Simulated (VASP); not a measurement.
A run of VASP 6.6.1:

File INCAR:

```
SYSTEM = BaF2
ALGO = Normal
EDIFF = 1E-8
ENCUT = 600
GGA = CA
GGA_COMPAT = .False.
IBRION = 8
ISIF = 2
ISMEAR = 0
LASPH = .True.
LCHARG = .True.
LEPSILON = .True.
LREAL = .False.
LWAVE = .False.
NBANDS = 19
NELM = 120
NSW = 1
PREC = Accurate
SIGMA = 0.01
```

File KPOINTS:

```
k-points
0
Gamma
  6 6 6
  0 0 0
```

The input POSCAR:

```
BaF2
1.0
    0.0000000000      3.1000500000      3.1000500000
    3.1000500000      0.0000000000      3.1000500000
    3.1000500000      3.1000500000      0.0000000000
Ba F
1 2
Direct
    0.0000000000      0.0000000000      0.0000000000
    0.2500000000      0.2500000000      0.2500000000
    0.7500000000      0.7500000000      0.7500000000
```

Potentials or basis: VASP PAW LDA potentials, release 64 (Ba_sv, F).

Run with:

```bash
$ cat potpaw_LDA.64/Ba_sv/POTCAR potpaw_LDA.64/F/POTCAR > POTCAR
$ mpirun -np 1 vasp_std > vasp.out
```

Hardware: 1 thread of Intel(R) Xeon(R) 6975P-C (Granite Rapids) (shared host).

Question: How long does it take, and how much memory?

Answer: It took 3.5 min on 1 thread of Intel(R) Xeon(R) 6975P-C (Granite Rapids), on a shared host, peak memory 0.38 GiB. Counts: scf iterations 157, k points 16.
